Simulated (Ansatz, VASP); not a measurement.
**Two plane-wave programs on Be3Te2O**

```
CELL_PARAMETERS angstrom
4.98205 0.00000 0.00000
-2.49103 4.31459 0.00000
0.00000 0.00000 4.84627
ATOMIC_POSITIONS crystal
Be 0.50000 0.00000 0.50000
Be 0.00000 0.50000 0.50000
Be 0.50000 0.50000 0.50000
Te 0.33333 0.66667 0.98386
Te 0.66667 0.33333 0.01614
O 0.00000 0.00000 0.50000
```

Alike in both runs: functional PBE; k mesh 3 × 3 × 2; occupations gaussian, width 0.15 eV; no spin polarisation.

Ansatz relaxed the structure, and its values are those at the end. VASP's run is a single point on that final structure, the one shown.

```csv
,VASP,Ansatz
version,VASP 6.6.1,Ansatz 0.2.0
potentials or method,"VASP PAW PBE potentials, release 64 (Be, Te, O), cutoff 600 eV","scalar-relativistic, plane waves, PAW"
valence electrons in the cell,24,44
```

|  | VASP | Ansatz | Ansatz less VASP |
| --- | --- | --- | --- |
| gap on the k mesh at the Fermi level (eV) | none | none | - |
| pressure (GPa) | -0.2 | -0.2 | -0.04 |
| rms of the force components (eV/Å) | 0.006 | 0.004 | -0.0020 |

A gap of «none» marks a metal or a gap that the smearing closes. VASP's potentials hold 24 valence electrons a cell and Ansatz's 44, so a difference there can come from the potentials and not from the codes.

The k mesh is coarse, so the values compare programs but aren't converged. Neither program's run includes spin-orbit coupling.
